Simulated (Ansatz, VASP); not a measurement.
One calculation of Ir, two programs

Contents of INCAR:

```
PREC = Accurate ; ENCUT = 600
EDIFF = 1E-6 ; ISMEAR = 0
SIGMA = 0.1 ; LREAL = False
LASPH = True ; NELM = 80
ALGO = Fast ; ISIF = 3
LWAVE = False ; LCHARG = False
GGA = PE ; IBRION = 2
NSW = 100 ; EDIFFG = -0.01
```

KPOINTS

```
regular mesh
0
Gamma
  18 18 18
```

The input POSCAR:

```
Ir
1.0
    1.7910351783      1.0340546423      3.0661561161
   -1.7910351783      1.0340546423      3.0661561161
    0.0000000000     -2.0681092846      3.0661561161
Ir
2
Direct
    0.2447904747      0.2447904747      0.2447904747
    0.7552095253      0.7552095253      0.7552095253
```

Input for Ansatz:

```yaml
crystal:
  lattice:
    - [1.7910351783, 1.0340546423, 3.0661561161]
    - [-1.7910351783, 1.0340546423, 3.0661561161]
    - [0.0, -2.0681092846, 3.0661561161]
  atoms:
    - { symbol: Ir, position: [0.2447904747, 0.2447904747, 0.2447904747] }
    - { symbol: Ir, position: [0.7552095253, 0.7552095253, 0.7552095253] }
basis:
  ecutwfc: 420
kpoints:
  mp_grid: { grid: [18, 18, 18] }
hamiltonian:
  xc: pbe
scf:
  occupations: { method: gaussian, width: 0.1 }
output:
  forces: true
  stress: true
  eigenvalues: true
relax:
  adjacent_minimum: "off"
  f_tol: 0.01
  max_steps: 80
  cell: { stress_tol: 0.05 }
```

Alike in both runs: task relaxation of cell and atoms; functional PBE; k mesh 18 × 18 × 18; occupations gaussian, width 0.1 eV; no spin polarisation.

|  | VASP | Ansatz |
| --- | --- | --- |
| version | VASP 6.6.1 | Ansatz 0.2.0 |
| potentials or method | VASP PAW PBE potentials, release 64 (Ir), cutoff 600 eV | scalar-relativistic, plane waves, PAW |
| valence electrons in the cell | 18 | 34 |

|  | VASP | Ansatz | Ansatz less VASP |
| --- | --- | --- | --- |
| gap on the k mesh at the Fermi level, each at its own relaxed structure (eV) | none | none | - |
| relaxed volume (Å³/atom) | 17.00 | 16.99 | -0.012 |
| relaxed cell length with the largest relative difference (Å) | 3.638 | 3.635 | -0.0032 |

A gap of «none» marks a metal or a gap that the smearing closes. VASP's potentials hold 18 valence electrons a cell and Ansatz's 34, so a difference there can come from the potentials and not from the codes.

Neither program's run includes spin-orbit coupling.
